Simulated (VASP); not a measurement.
Input of a VASP 6.6.1 run:

Contents of INCAR:

```
PREC = Accurate
ENCUT = 500
EDIFF = 1E-6
ISMEAR = 0
SIGMA = 0.1
LREAL = F
LASPH = T
NELM = 120
ALGO = Normal
ISIF = 2
LWAVE = F
LCHARG = F
GGA = PE
NBANDS = 12
GGA_COMPAT = F
```

The input KPOINTS:

```
regular mesh
0
Gamma
  18 18 18
```

The input POSCAR:

```
Ti
1.0
    0.0000000000      2.0300000000      2.0300000000
    2.0300000000      0.0000000000      2.0300000000
    2.0300000000      2.0300000000      0.0000000000
Ti
1
Direct
    0.0000000000      0.0000000000      0.0000000000
```

Potentials or basis: VASP PAW PBE potentials, release 64 (Ti_sv).

Command:

```bash
$ cat potpaw_PBE.64/Ti_sv/POTCAR > POTCAR
$ mpirun -np 1 vasp_std > vasp.out
```

(1) Estimate the band gap on the k mesh.

(2) What does it give for the pressure?

Answers

(1) zero (bands 6 and 7 overlap by 1.35 eV).

(2) 4.0 GPa.

Caveat: the cell stands under pressure.
